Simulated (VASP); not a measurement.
Crystal: ScTiF5.

```xyz
7
Lattice="3.7665 0.0000 0.0000 0.0000 3.7665 0.0000 0.0000 0.0000 6.0999" Properties=species:S:1:pos:R:3 pbc="T T T"
Sc    0.0000    0.0000    3.0500
Ti    0.0000    0.0000    0.0000
F     1.8833    1.8833    0.0000
F     1.8833    0.0000    1.8347
F     0.0000    1.8833    1.8347
F     1.8833    0.0000    4.2652
F     0.0000    1.8833    4.2652
```

The cell was built from a structure type or drawn by symmetry, and may not be a known phase.

| Property | Result |
| --- | --- |
| Program | VASP 6.6.1 |
| Task | relaxation of cell and atoms |
| Functional | PBE |
| Potentials or basis | VASP PAW PBE potentials, release 64 (Sc_sv, Ti_sv, F) |
| Cutoff | 600 eV |
| k mesh | 3 × 3 × 2 |
| Occupations | gaussian, width 0.15 eV |
| Spin | collinear spin |
| Starting moments | [0.0, 1.0, 0.0, 0.0, 0.0, 0.0, 0.0] μB |

At the start: pressure -11.4 GPa; volume 12.36 Å³/atom.

Problem. Where does the relaxation end?

Solution. Over 7 steps the energy falls by 147.2 meV/atom and the volume is 11.15 Å³/atom (-9.8 %); space group P4/mmm (No. 123, to 0.1 Å) before and after; moment 2.00 μB per cell.

The path:
```csv
step,energy change (eV),largest force (eV/Å),pressure (GPa),volume (Å³)
1,0.0000,0.0461,-11.44,86.54
2,-0.9349,0.0903,1.63,75.72
3,-0.9400,0.0816,3.01,74.98
4,-0.9944,0.3032,0.46,76.71
5,-0.9982,0.3801,-0.40,77.34
6,-1.0220,0.2079,0.02,77.70
7,-1.0302,0.0308,0.44,78.02
```

Final structure:
```
CELL_PARAMETERS angstrom
3.45907 0.00000 0.00000
0.00000 3.45907 0.00000
0.00000 0.00000 6.52065
ATOMIC_POSITIONS crystal
Sc 0.00000 0.00000 0.50000
Ti 0.00000 0.00000 0.00000
F 0.50000 0.50000 0.00000
F 0.50000 0.00000 0.30849
F 0.00000 0.50000 0.30849
F 0.50000 0.00000 0.69151
F 0.00000 0.50000 0.69151
```

Caveat: the k points lie up to 0.61 Å⁻¹ apart in the final cell.
